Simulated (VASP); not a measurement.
Ge5H2, 28 atoms in the cell. The cell holds a slab with vacuum, 28 atoms: a = 7.950 Å, b = 7.950 Å, c = 19.378 Å, α = 90.00°, β = 90.00°, γ = 90.00°. 

```yaml
Program: VASP 6.6.1
Task: single point
Functional: LDA
Potentials_or_basis: VASP PAW LDA potentials, release 64 (Ge_d, H)
Cutoff: 520 eV
k_mesh: 3 × 3 × 1
Occupations: gaussian, width 0.05 eV
Spin: no spin polarisation
Dipole_correction: yes
Further_INCAR_settings: LREAL = Auto; ALGO = Fast; EDIFF = 1e-07; NBANDS = 164
```

Potentials or basis: VASP PAW LDA potentials, release 64 (Ge_d, H).

Launch:

```sh
$ cat potpaw_LDA.64/Ge_d/POTCAR potpaw_LDA.64/H/POTCAR > POTCAR
$ mpirun -np 1 vasp_std > vasp.out
```

Hardware: 1 thread of Oxide Virtual Turin-like Processor, on a shared host.

Problem. Estimate the wall time of this run.

Solution. It took 55 min on 1 thread of Oxide Virtual Turin-like Processor (shared host), peak memory 0.98 GiB. Counts: scf iterations 28, k points 4.
